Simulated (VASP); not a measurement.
# CdS (P1) in VASP: single point with LDA

Aim: the single point of CdS with LDA.

Everything below comes from runs of VASP 6.6.1. Logs are shortened: lines on timing, memory, paths and dates and some standing lists are left out, and cuts for length are marked.

### Step 1. The cell of the first run

The typed cell holds 4 atoms: a = 4.135 Å, b = 4.171 Å, c = 6.750 Å, α = 90.41°, β = 91.14°, γ = 120.85°.

### Step 2. Single point, LDA (equal xy, yz and zx shear strains of -2 %)

INCAR

```
SYSTEM = CdS
PREC = Accurate
ENCUT = 520
EDIFF = 1E-7
ISMEAR = -1
SIGMA = 0.02
LREAL = .FALSE.
LASPH = .TRUE.
NELM = 80
ALGO = Normal
ISIF = 2
LWAVE = .FALSE.
LCHARG = .FALSE.
NBANDS = 26
```

KPOINTS

```
Automatic mesh
0
G
  8 8 4
  0 0 0
```

POSCAR

```
CdS
1.0
    4.1347992034     -0.0413479920     -0.0413479920
   -2.1032080132      3.6015151457     -0.0151344155
   -0.0674900000     -0.0674900000      6.7490000000
Cd S
2 2
Direct
    0.3333333333      0.6666666667      0.0000000000
    0.6666666667      0.3333333333      0.5000000000
    0.3333333333      0.6666666667      0.3850000000
    0.6666666667      0.3333333333      0.8850000000
```

Potentials or basis: VASP PAW LDA potentials, release 64 (Cd, S).

Launch:

```sh
> cat potpaw_LDA.64/Cd/POTCAR potpaw_LDA.64/S/POTCAR > POTCAR
> mpirun -np 1 vasp_std > vasp.out
```

OUTCAR:

```text
SYSTEM = CdS
   PREC = Accurate
   ENCUT = 520
   EDIFF = 1E-7
   ISMEAR = -1
   LREAL = .FALSE.
   LASPH = .TRUE.
   NELM = 80
   ISIF = 2

 ion  position               nearest neighbor table
   1  0.333  0.667  0.000-   4 2.47   4 2.53   4 2.54   3 2.60
   2  0.667  0.333  0.500-   3 2.50   3 2.51   3 2.52   4 2.60
   3  0.333  0.667  0.385-   2 2.50   2 2.51   2 2.52   1 2.60
   4  0.667  0.333  0.885-   1 2.47   1 2.53   1 2.54   2 2.60

  LATTYP: Found a triclinic cell.
 ALAT       =     4.0994320569
 B/A-ratio  =     1.0087281861
 C/A-ratio  =     1.6464902388
 COS(alpha) =     0.0198960208
 COS(beta)  =     0.0274156886
 COS(gamma) =     0.4869832429

  Lattice vectors:

 A1 = (   2.0315911902,   3.5601671537,  -0.0564824075)
 A2 = (   4.1347992034,  -0.0413479920,  -0.0413479920)
 A3 = (   0.0674900000,   0.0674900000,  -6.7490000000)

Analysis of symmetry for initial positions (statically):
=====================================================================
 Subroutine PRICEL returns:
 Original cell was already a primitive cell.

 Routine SETGRP: Setting up the symmetry group for a
 triclinic supercell.

 Subroutine GETGRP returns: Found  1 space group operations
 (whereof  1 operations were pure point group operations)
 out of a pool of  2 trial point group operations.

The static configuration has the point symmetry C_1 .

Analysis of symmetry for dynamics (positions and initial velocities):
=====================================================================
 Subroutine PRICEL returns:
 Original cell was already a primitive cell.

 Routine SETGRP: Setting up the symmetry group for a
 triclinic supercell.

 Subroutine GETGRP returns: Found  1 space group operations
 (whereof  1 operations were pure point group operations)
 out of a pool of  2 trial point group operations.

The dynamic configuration has the point symmetry C_1 .

 Subroutine INISYM returns: Found  1 space group operations
 (whereof  1 operations are pure point group operations),
 and found     1 'primitive' translations

----------------------------------------------------------------------------------------

                                     Primitive cell

  volume of cell :      99.8959

  direct lattice vectors                    reciprocal lattice vectors
     4.134799203 -0.041347992 -0.041347992     0.243309290  0.142103631  0.003854129
    -2.103208013  3.601515146 -0.015134415     0.002821418  0.279320422  0.002821418
    -0.067490000 -0.067490000  6.749000000     0.001496970  0.001496970  0.148200039

  length of vectors
     4.135212663  4.170686315  6.749674866     0.281793731  0.279348920  0.148215159

  position of ions in fractional coordinates (direct lattice)
     0.333333333  0.666666667  0.000000000
     0.666666667  0.333333333  0.500000000
     0.333333333  0.666666667  0.385000000
     0.666666667  0.333333333  0.885000000

  ion indices of the primitive-cell ions
   primitive index   ion index
                 1           1
                 2           2
                 3           3
                 4           4

----------------------------------------------------------------------------------------

 KPOINTS: Automatic mesh

Automatic generation of k-mesh.
 Grid dimensions read from file:
 generate k-points for:    8    8    4

 Generating k-lattice:

  Cartesian coordinates                     Fractional coordinates (reciprocal lattice)
     0.030413661  0.017762954  0.000481766     0.125000000 -0.000000000 -0.000000000
     0.000352677  0.034915053  0.000352677     0.000000000  0.125000000  0.000000000
     0.000374243  0.000374243  0.037050010    -0.000000000  0.000000000  0.250000000

  Length of vectors
     0.035224216  0.034918615  0.037053790

  Shift w.r.t. Gamma in fractional coordinates (k-lattice)
     0.000000000  0.000000000  0.000000000

 Subroutine IBZKPT returns following result:
 ===========================================

 Found    132 irreducible k-points:

 Following reciprocal coordinates:
            Coordinates               Weight
  0.000000  0.000000  0.000000      1.000000
  0.125000  0.000000 -0.000000      2.000000
  0.250000  0.000000 -0.000000      2.000000
  0.375000  0.000000 -0.000000      2.000000
  0.500000  0.000000 -0.000000      1.000000
 -0.000000  0.125000  0.000000      2.000000
[... 16 lines left out ...]
  0.125000  0.375000 -0.000000      2.000000
  0.250000  0.375000  0.000000      2.000000
 [... further k-points ...]
   k-points           NKPTS =    132   k-points in BZ     NKDIM =    132   number of bands    NBANDS=     26
   number of dos      NEDOS =    301   number of ions     NIONS =      4
   total plane-waves  NPLWV =  51200
   dimension x,y,z NGX =    32 NGY =   32 NGZ =   50
   dimension x,y,z NGXF=    64 NGYF=   64 NGZF=  100
   ions per type =               2   2
   NGX,Y,Z   is equivalent  to a cutoff of  12.86, 12.76, 12.32 a.u.
   NGXF,Y,Z  is equivalent  to a cutoff of  25.73, 25.51, 24.63 a.u.
 SYSTEM =  CdS
   PREC   = accura    normal or accurate (medium, high low for compatibility)
   ISTART =      0    job   : 0-new  1-cont  2-samecut
   ICHARG =      2    charge: 1-file 2-atom 10-const
   ISPIN  =      1    spin polarized calculation?
   LNONCOLLINEAR =      F non collinear calculations
   LSORBIT =      F    spin-orbit coupling
   LASPH  =      T    aspherical Exc in radial PAW
   ENCUT  =  520.0 eV  38.22 Ry    6.18 a.u.   7.69  7.75 12.55*2*pi/ulx,y,z
   NELM   =     80;   NELMIN=  2; NELMDL= -5     # of ELM steps
   EDIFF  = 0.1E-06   stopping-criterion for ELM
   LREAL  =      F    real-space projection
   EDIFFG = 0.1E-05   stopping-criterion for IOM
   NSW    =      0    number of steps for IOM
   IBRION =     -1    ionic relax: 0-MD 1-quasi-New 2-CG
   NFREE  =      0    steps in history (QN), initial steepest desc. (CG)
   ISIF   =      2    stress and relaxation
   ISYM   =      2    0-nonsym 1-usesym 2-fastsym
   POTIM  = 0.5000    time-step for ionic-motion
   TEBEG  =    0.0;   TEEND  =   0.0 temperature during run
   PSTRESS=    0.0 pullay stress
   NELECT =      36.0000    total number of electrons
   NUPDOWN=      -1.0000    fix difference up-down
   EMIN   =  10.00;   EMAX   =-10.00  energy-range for DOS
   EFERMI =   0.00;   METHOD = LEGACY
   ISMEAR =    -1;   SIGMA  =   0.02  broadening in eV -4-tet -1-fermi 0-gaus
   EFERMI_NEDOS =   21; number of points for ismear=-14 and -15
   IALGO  =     38    algorithm
   IMIX   =      4    mixing-type and parameters
     AMIX     =   0.40;   BMIX     =  1.00
     AMIX_MAG =   1.60;   BMIX_MAG =  1.00
  volume/ion in A,a.u.               =      24.97       168.53
  Fermi-wavevector in a.u.,A,eV,Ry     =   1.165001  2.201533 18.466209  1.357228
  Thomas-Fermi vector in A             =   2.301532
   LORBIT       =      0    0 simple, 1 ext, 2 COOP (PROOUT), +10 PAW based schemes
   GGA     = CA    functional components
   LHFCALC =     F    Hartree Fock is set to
   AEXX    =    0.0000 exact exchange contribution
   IVDW    =     0    specifies the selected vdW correction
   LEPSILON=     F    determine dielectric tensor
   LRPA    =     F    only Hartree local field effects (RPA)
 non-spin polarized calculation
  energy-cutoff  :      520.00
  volume of cell :       99.90
 maximum number of plane-waves:      2713
   NGX = 15   NGY = 15   NGZ = 25

 number of electron      35.9999994 magnetization

 Free energy of the ion-electron system (eV)
  ---------------------------------------------------
  ext. energy  EPLUGINS =         0.00000000
  ---------------------------------------------------
  free energy    TOTEN  =       -14.76333668 eV

  energy without entropy =      -14.76333668  energy(sigma->0) =      -14.76333668

 E-fermi :   1.5507     XC(G=0):  -9.5490

 val. band max:        1.1086486176   @ k =   0.0000   0.0000   0.0000
 cond. band min:       2.0293587545   @ k =   0.0000   0.0000   0.0000
 fundamental gap:      0.9207101369
 Fermi energy:         1.5506977211

 k-point     1 :       0.0000    0.0000    0.0000
  band No.  band energies     occupation
      1     -11.2574      2.00000
      2     -10.8294      2.00000
      3      -6.6983      2.00000
      4      -6.6875      2.00000
      5      -6.6308      2.00000
      6      -6.6213      2.00000
[... 18 lines left out ...]
     25       8.3715      0.00000
     26       8.6484      0.00000

 k-point     2 :       0.1250    0.0000   -0.0000
  band No.  band energies     occupation
      1     -11.1982      2.00000
      2     -10.8015      2.00000
      3      -6.6686      2.00000
      4      -6.6589      2.00000
      5      -6.5974      2.00000
      6      -6.5906      2.00000
[... 18 lines left out ...]
     25       8.4099      0.00000
     26       8.7226      0.00000

 k-point     3 :       0.2500    0.0000   -0.0000
  band No.  band energies     occupation
      1     -11.0494      2.00000
      2     -10.7392      2.00000
      3      -6.6004      2.00000
      4      -6.5898      2.00000
      5      -6.5069      2.00000
      6      -6.4953      2.00000
[... 18 lines left out ...]
     25       8.8594      0.00000
     26       9.4715      0.00000

 k-point     4 :       0.3750    0.0000   -0.0000
  band No.  band energies     occupation
      1     -10.8866      2.00000
      2     -10.6912      2.00000
      3      -6.5557      2.00000
      4      -6.5535      2.00000
      5      -6.4095      2.00000
      6      -6.3989      2.00000
[... 18 lines left out ...]
     25       9.3289      0.00000
     26      10.1085      0.00000
[... 496 lines left out ...]
      1     -10.8947      2.00000
      2     -10.6935      2.00000
      3      -6.5670      2.00000
      4      -6.5627      2.00000
      5      -6.4245      2.00000
      6      -6.3890      2.00000
[... 18 lines left out ...]
     25       9.2912      0.00000
     26      10.0279      0.00000

 k-point    23 :       0.1250    0.3750   -0.0000
  band No.  band energies     occupation
      1     -10.8175      2.00000
      2     -10.6845      2.00000
      3      -6.5695      2.00000
      4      -6.5246      2.00000
      5      -6.4014      2.00000
      6      -6.3513      2.00000
[... 18 lines left out ...]
     25       9.6470      0.00000
     26       9.9579      0.00000

 k-point    24 :       0.2500    0.3750    0.0000
  band No.  band energies     occupation
      1     -10.7514      2.00000
      2     -10.6955      2.00000
      3      -6.5876      2.00000
      4      -6.4508      2.00000
      5      -6.3889      2.00000
      6      -6.3613      2.00000
[... 18 lines left out ...]
     25       9.7250      0.00000
     26       9.9879      0.00000

 [... further k-points ...]
[... 5 lines left out ...]
  --------------------------------------------------------------------------------------
  -------------------------------------------------------------------------------------
  Total       -0.9805172     -0.9946829     -2.1975060      0.5361504      0.3132046      0.3138635
  in kB      -15.7259926    -15.9531889    -35.2446280      8.5990312      5.0233218      5.0338899
  external PRESSURE =     -22.3079365 kB  Pullay stress =       0.0000000 kB

 VOLUME and BASIS-vectors are now :
 -----------------------------------------------------------------------------
  energy-cutoff  :      520.00
  volume of cell :       99.90
      direct lattice vectors                 reciprocal lattice vectors
     4.134799203 -0.041347992 -0.041347992     0.243309290  0.142103631  0.003854129
    -2.103208013  3.601515146 -0.015134415     0.002821418  0.279320422  0.002821418
    -0.067490000 -0.067490000  6.749000000     0.001496970  0.001496970  0.148200039

 POSITION                                       TOTAL-FORCE (eV/Angst)
 -----------------------------------------------------------------------------------
     -0.02387      2.38723     -0.02387         0.199356      0.083641      0.254023
      2.02172      1.13919      3.34189        -0.039007      0.075790      0.248017
     -0.04986      2.36124      2.57449         0.063275     -0.075854     -0.246033
      1.99573      1.11321      5.94025        -0.223623     -0.083578     -0.256007
 -----------------------------------------------------------------------------------
    total drift:                                0.000187      0.000138     -0.000284

  FREE ENERGIE OF THE ION-ELECTRON SYSTEM (eV)
  ---------------------------------------------------
  free  energy   TOTEN  =       -14.7633366769 eV

  energy  without entropy=      -14.7633366769  energy(sigma->0) =      -14.76333668
```

It took 4.1 min on 1 thread of Intel Xeon Platinum 8259CL at 2.50GHz (Skylake/Cascade Lake), shared host; peak memory 0.39 GiB.

Results:

* Free energy: -14.7633 eV
* Pressure: -2.2 GPa
* Largest force: 0.350 eV/Å
* Band gap on the k mesh: 0.92 eV, direct

Forces on the atoms (eV/Å):
```
Cd   0.199  0.084  0.254
Cd  -0.039  0.076  0.248
S    0.063 -0.076 -0.246
S   -0.224 -0.084 -0.256
```

Caveat: the cell differs from its parent crystal (equal xy, yz and zx shear strains of -2 %).
